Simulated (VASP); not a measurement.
# Mo (Fd-3m) in VASP: a series of runs

The runs below take Mo through single point, with BLYP.

Everything below comes from runs of VASP 6.6.1. Logs are shortened: lines on timing, memory, paths and dates and some standing lists are left out, and cuts for length are marked.

### Step 1. The cell of the first run

The structure is cubic, space group Fd-3m (No. 227). Conventional cell: a = 5.790 Å, b = 5.790 Å, c = 5.790 Å, α = 90.00°, β = 90.00°, γ = 90.00°. Within 3.3 Å of Mo (site symmetry -43m) lie 4 Mo at 2.51 Å.

### Step 2. Single point, BLYP

File INCAR:

```
  AGGAC = 1.0
  AGGAX = 1.0
  ALDAC = 0.0
  ALDAX = 1.0
  ALGO = Normal
  EDIFF = 1E-7
  ENCUT = 520
  GGA = B5
  ISIF = 2
  ISMEAR = -1
  LASPH = T
  LCHARG = F
  LREAL = F
  LWAVE = F
  NBANDS = 21
  NELM = 80
  PREC = Accurate
  SIGMA = 0.1
```

File KPOINTS:

```
k-points
0
Gamma
  10 10 10
```

File POSCAR:

```
Mo
1.0
    0.0000000000      2.8948995956      2.8948995956
    2.8948995956      0.0000000000      2.8948995956
    2.8948995956      2.8948995956      0.0000000000
Mo
2
Direct
    0.1250000000      0.1250000000      0.1250000000
    0.8750000000      0.8750000000      0.8750000000
```

Potentials or basis: VASP PAW PBE potentials, release 64 (Mo_sv).

On the command line:

```bash
$ cat potpaw_PBE.64/Mo_sv/POTCAR > POTCAR
$ mpirun -np 1 vasp_std > vasp.out
```

OUTCAR:

```text
EDIFF = 1E-7
   ENCUT = 520
   GGA = B5
   ISIF = 2
   ISMEAR = -1
   LASPH = T
   LREAL = F
   NELM = 80
   PREC = Accurate

 ion  position               nearest neighbor table
   1  0.125  0.125  0.125-   2 2.51   2 2.51   2 2.51   2 2.51
   2  0.875  0.875  0.875-   1 2.51   1 2.51   1 2.51   1 2.51

  LATTYP: Found a face centered cubic cell.
 ALAT       =     5.7897991912

  Lattice vectors:

 A1 = (   0.0000000000,   2.8948995956,   2.8948995956)
 A2 = (   2.8948995956,   0.0000000000,   2.8948995956)
 A3 = (   2.8948995956,   2.8948995956,   0.0000000000)

Analysis of symmetry for initial positions (statically):
=====================================================================
 Subroutine PRICEL returns:
 Original cell was already a primitive cell.

 Routine SETGRP: Setting up the symmetry group for a
 face centered cubic supercell.

 Subroutine GETGRP returns: Found 48 space group operations
 (whereof 12 operations were pure point group operations)
 out of a pool of 48 trial point group operations.

The static configuration has the point symmetry D_3d.
 The point group associated with its full space group is O_h .

Analysis of symmetry for dynamics (positions and initial velocities):
=====================================================================
 Subroutine PRICEL returns:
 Original cell was already a primitive cell.

 Routine SETGRP: Setting up the symmetry group for a
 face centered cubic supercell.

 Subroutine GETGRP returns: Found 48 space group operations
 (whereof 12 operations were pure point group operations)
 out of a pool of 48 trial point group operations.

The dynamic configuration has the point symmetry D_3d.
 The point group associated with its full space group is O_h .

 Subroutine INISYM returns: Found 48 space group operations
 (whereof 12 operations are pure point group operations),
 and found     1 'primitive' translations

----------------------------------------------------------------------------------------

                                     Primitive cell

  volume of cell :      48.5211

  direct lattice vectors                    reciprocal lattice vectors
     0.000000000  2.894899596  2.894899596    -0.172717562  0.172717562  0.172717562
     2.894899596  0.000000000  2.894899596     0.172717562 -0.172717562  0.172717562
     2.894899596  2.894899596  0.000000000     0.172717562  0.172717562 -0.172717562

  length of vectors
     4.094006270  4.094006270  4.094006270     0.299155593  0.299155593  0.299155593

  position of ions in fractional coordinates (direct lattice)
     0.125000000  0.125000000  0.125000000
     0.875000000  0.875000000  0.875000000

  ion indices of the primitive-cell ions
   primitive index   ion index
                 1           1
                 2           2

----------------------------------------------------------------------------------------

 KPOINTS: k-points

Automatic generation of k-mesh.
 Grid dimensions read from file:
 generate k-points for:   10   10   10

 Generating k-lattice:

  Cartesian coordinates                     Fractional coordinates (reciprocal lattice)
    -0.017271756  0.017271756  0.017271756     0.100000000  0.000000000  0.000000000
     0.017271756 -0.017271756  0.017271756     0.000000000  0.100000000  0.000000000
     0.017271756  0.017271756 -0.017271756     0.000000000  0.000000000  0.100000000

  Length of vectors
     0.029915559  0.029915559  0.029915559

  Shift w.r.t. Gamma in fractional coordinates (k-lattice)
     0.000000000  0.000000000  0.000000000

 Subroutine IBZKPT returns following result:
 ===========================================

 Found     47 irreducible k-points:

 Following reciprocal coordinates:
            Coordinates               Weight
  0.000000  0.000000  0.000000      1.000000
  0.100000  0.000000  0.000000      8.000000
  0.200000  0.000000  0.000000      8.000000
  0.300000  0.000000  0.000000      8.000000
  0.400000  0.000000  0.000000      8.000000
  0.500000  0.000000  0.000000      4.000000
[... 16 lines left out ...]
  0.300000  0.300000  0.000000      6.000000
  0.400000  0.300000  0.000000     24.000000
 [... further k-points ...]
   k-points           NKPTS =     47   k-points in BZ     NKDIM =     47   number of bands    NBANDS=     21
   number of dos      NEDOS =    301   number of ions     NIONS =      2
   total plane-waves  NPLWV =  27000
   dimension x,y,z NGX =    30 NGY =   30 NGZ =   30
   dimension x,y,z NGXF=    60 NGYF=   60 NGZF=   60
   ions per type =               2
   NGX,Y,Z   is equivalent  to a cutoff of  12.18, 12.18, 12.18 a.u.
   NGXF,Y,Z  is equivalent  to a cutoff of  24.36, 24.36, 24.36 a.u.
 SYSTEM =  unknown system
   PREC   = accura    normal or accurate (medium, high low for compatibility)
   ISTART =      0    job   : 0-new  1-cont  2-samecut
   ICHARG =      2    charge: 1-file 2-atom 10-const
   ISPIN  =      1    spin polarized calculation?
   LNONCOLLINEAR =      F non collinear calculations
   LSORBIT =      F    spin-orbit coupling
   LASPH  =      T    aspherical Exc in radial PAW
   ENCUT  =  520.0 eV  38.22 Ry    6.18 a.u.   7.61  7.61  7.61*2*pi/ulx,y,z
   NELM   =     80;   NELMIN=  2; NELMDL= -5     # of ELM steps
   EDIFF  = 0.1E-06   stopping-criterion for ELM
   LREAL  =      F    real-space projection
   EDIFFG = 0.1E-05   stopping-criterion for IOM
   NSW    =      0    number of steps for IOM
   IBRION =     -1    ionic relax: 0-MD 1-quasi-New 2-CG
   NFREE  =      0    steps in history (QN), initial steepest desc. (CG)
   ISIF   =      2    stress and relaxation
   ISYM   =      2    0-nonsym 1-usesym 2-fastsym
   POTIM  = 0.5000    time-step for ionic-motion
   TEBEG  =    0.0;   TEEND  =   0.0 temperature during run
   PSTRESS=    0.0 pullay stress
   NELECT =      28.0000    total number of electrons
   NUPDOWN=      -1.0000    fix difference up-down
   EMIN   =  10.00;   EMAX   =-10.00  energy-range for DOS
   EFERMI =   0.00;   METHOD = LEGACY
   ISMEAR =    -1;   SIGMA  =   0.10  broadening in eV -4-tet -1-fermi 0-gaus
   EFERMI_NEDOS =   21; number of points for ismear=-14 and -15
   IALGO  =     38    algorithm
   IMIX   =      4    mixing-type and parameters
     AMIX     =   0.40;   BMIX     =  1.00
     AMIX_MAG =   1.60;   BMIX_MAG =  1.00
  volume/ion in A,a.u.               =      24.26       163.72
  Fermi-wavevector in a.u.,A,eV,Ry     =   1.362963  2.575626 25.275102  1.857668
  Thomas-Fermi vector in A             =   2.489407
   LORBIT       =      0    0 simple, 1 ext, 2 COOP (PROOUT), +10 PAW based schemes
   GGA     = B5    functional components
   LHFCALC =     F    Hartree Fock is set to
   AEXX    =    0.0000 exact exchange contribution
   IVDW    =     0    specifies the selected vdW correction
   LEPSILON=     F    determine dielectric tensor
   LRPA    =     F    only Hartree local field effects (RPA)
 non-spin polarized calculation
  energy-cutoff  :      520.00
  volume of cell :       48.52
 maximum number of plane-waves:      1326
   NGX = 15   NGY = 15   NGZ = 15

 number of electron      27.9999996 magnetization

 Free energy of the ion-electron system (eV)
  ---------------------------------------------------
  ext. energy  EPLUGINS =         0.00000000
  ---------------------------------------------------
  free energy    TOTEN  =       -15.64480986 eV

  energy without entropy =      -15.54943664  energy(sigma->0) =      -15.59712325

 E-fermi :   6.8198     XC(G=0):  -9.9447

 val. band max:        6.7785206090   @ k =  -0.3000   0.5000   0.2000
 cond. band min:       6.8285252542   @ k =  -0.2000   0.3000   0.1000
 fundamental gap:      0.0500046452
 Fermi energy:         6.8198116008

 k-point     1 :       0.0000    0.0000    0.0000
  band No.  band energies     occupation
      1     -53.4078      2.00000
      2     -52.8355      2.00000
      3     -27.8882      2.00000
      4     -27.8882      2.00000
      5     -27.8882      2.00000
      6     -26.9217      2.00000
[... 13 lines left out ...]
     20      18.3648      0.00000
     21      18.9835      0.00000

 k-point     2 :       0.1000    0.0000    0.0000
  band No.  band energies     occupation
      1     -53.3976      2.00000
      2     -52.8463      2.00000
      3     -27.9000      2.00000
      4     -27.9000      2.00000
      5     -27.8871      2.00000
      6     -26.9230      2.00000
[... 13 lines left out ...]
     20      17.5251      0.00000
     21      18.8305      0.00000

 k-point     3 :       0.2000    0.0000    0.0000
  band No.  band energies     occupation
      1     -53.3689      2.00000
      2     -52.8764      2.00000
      3     -27.9295      2.00000
      4     -27.9295      2.00000
      5     -27.8847      2.00000
      6     -26.9260      2.00000
[... 13 lines left out ...]
     20      16.0744      0.00000
     21      17.3674      0.00000

 k-point     4 :       0.3000    0.0000    0.0000
  band No.  band energies     occupation
      1     -53.3277      2.00000
      2     -52.9195      2.00000
      3     -27.9637      2.00000
      4     -27.9637      2.00000
      5     -27.8827      2.00000
      6     -26.9286      2.00000
[... 13 lines left out ...]
     20      13.9090      0.00000
     21      16.9285      0.00000

 k-point     5 :       0.4000    0.0000    0.0000
  band No.  band energies     occupation
      1     -53.2865      2.00000
      2     -52.9621      2.00000
      3     -27.9898      2.00000
      4     -27.9898      2.00000
      5     -27.8819      2.00000
      6     -26.9298      2.00000
[... 13 lines left out ...]
     20      12.0523      0.00000
     21      16.7828      0.00000

 k-point     6 :       0.5000    0.0000    0.0000
  band No.  band energies     occupation
      1     -53.2675      2.00000
      2     -52.9816      2.00000
      3     -27.9994      2.00000
      4     -27.9994      2.00000
      5     -27.8817      2.00000
      6     -26.9301      2.00000
[... 13 lines left out ...]
     20      11.2173      0.00000
     21      16.7484      0.00000

 k-point     7 :       0.1000    0.1000    0.0000
  band No.  band energies     occupation
      1     -53.3941      2.00000
      2     -52.8499      2.00000
      3     -27.9140      2.00000
      4     -27.9140      2.00000
      5     -27.8648      2.00000
      6     -26.9466      2.00000
[... 13 lines left out ...]
     20      17.4779      0.00000
     21      18.5541      0.00000
[... 291 lines left out ...]
      1     -53.2353      2.00000
      2     -53.0147      2.00000
      3     -28.1014      2.00000
      4     -28.0279      2.00000
      5     -27.7093      2.00000
      6     -27.0989      2.00000
[... 13 lines left out ...]
     20      11.3404      0.00000
     21      14.3043      0.00000

 k-point    21 :      -0.3000    0.2000    0.0000
  band No.  band energies     occupation
      1     -53.2676      2.00000
      2     -52.9816      2.00000
      3     -28.0863      2.00000
      4     -27.9996      2.00000
      5     -27.7457      2.00000
      6     -27.0621      2.00000
[... 13 lines left out ...]
     20      12.6813      0.00000
     21      14.3242      0.00000

 k-point    22 :      -0.2000    0.2000    0.0000
  band No.  band energies     occupation
      1     -53.3111      2.00000
      2     -52.9367      2.00000
      3     -28.0449      2.00000
      4     -27.9651      2.00000
      5     -27.7981      2.00000
      6     -27.0109      2.00000
[... 13 lines left out ...]
     20      14.5270      0.00000
     21      14.8467      0.00000

 k-point    23 :       0.3000    0.3000    0.0000
  band No.  band energies     occupation
      1     -53.2923      2.00000
      2     -52.9561      2.00000
      3     -28.0439      2.00000
      4     -28.0439      2.00000
      5     -27.6920      2.00000
      6     -27.1279      2.00000
[... 13 lines left out ...]
     20      14.7178      0.00000
     21      14.7178      0.00000

 k-point    24 :       0.4000    0.3000    0.0000
  band No.  band energies     occupation
      1     -53.2516      2.00000
      2     -52.9980      2.00000
      3     -28.0774      2.00000
      4     -28.0683      2.00000
      5     -27.6333      2.00000
      6     -27.1863      2.00000
[... 13 lines left out ...]
     20      13.2777      0.00000
     21      13.9770      0.00000

 [... further k-points ...]

------------------------ aborting loop because EDIFF is reached ----------------------------------------

  FORCE on cell =-STRESS in cart. coord.  units (eV):
  Direction    XX          YY          ZZ          XY          YZ          ZX
  --------------------------------------------------------------------------------------
  -------------------------------------------------------------------------------------
  Total        0.1376327      0.1376327      0.1376327     -0.0000000      0.0000000      0.0000000
  in kB        4.5446619      4.5446619      4.5446619     -0.0000000      0.0000000      0.0000000
  external PRESSURE =       4.5446619 kB  Pullay stress =       0.0000000 kB

 VOLUME and BASIS-vectors are now :
 -----------------------------------------------------------------------------
  energy-cutoff  :      520.00
  volume of cell :       48.52
      direct lattice vectors                 reciprocal lattice vectors
     0.000000000  2.894899596  2.894899596    -0.172717562  0.172717562  0.172717562
     2.894899596  0.000000000  2.894899596     0.172717562 -0.172717562  0.172717562
     2.894899596  2.894899596  0.000000000     0.172717562  0.172717562 -0.172717562

 POSITION                                       TOTAL-FORCE (eV/Angst)
 -----------------------------------------------------------------------------------
      0.72372      0.72372      0.72372        -0.000000     -0.000000     -0.000000
      5.06607      5.06607      5.06607         0.000000      0.000000      0.000000
 -----------------------------------------------------------------------------------
    total drift:                               -0.000000      0.000000      0.000000

  FREE ENERGIE OF THE ION-ELECTRON SYSTEM (eV)
  ---------------------------------------------------
  free  energy   TOTEN  =       -15.6448098551 eV

  energy  without entropy=      -15.5494366443  energy(sigma->0) =      -15.59712325
```

It took 96 s on 1 thread of AMD EPYC 7R13, shared host; peak memory 0.16 GiB.

What came out:

| Item | Value |
| --- | --- |
| Free energy | -15.6448 eV |
| Pressure | 0.5 GPa |
| Band gap on the k mesh | zero (band 14 reaches 7.04 eV, above the bottom of band 15 at 6.65 eV) |

Levels at points of the mesh, in eV from the Fermi level:
```tsv
k point	band 10	band 11	band 12	band 13	band 14	band 15	band 16	band 17	band 18	band 19
(0.00, 0.00, 0.00)	-2.02	-2.02	-1.25	-1.25	-1.25	1.22	1.22	1.22	4.06	4.06
(0.50, 0.00, 0.00)	-1.89	-1.77	-1.77	-1.48	-1.48	0.44	2.14	2.14	3.39	3.39
(0.50, 0.50, 0.00)	-2.70	-1.43	-1.43	-0.08	-0.08	0.59	0.59	3.68	3.68	4.74
```

Caveat: the PAW data sets were made with another functional, which shifts forces and pressure a little.

(Part 1 of 3 ends here.)
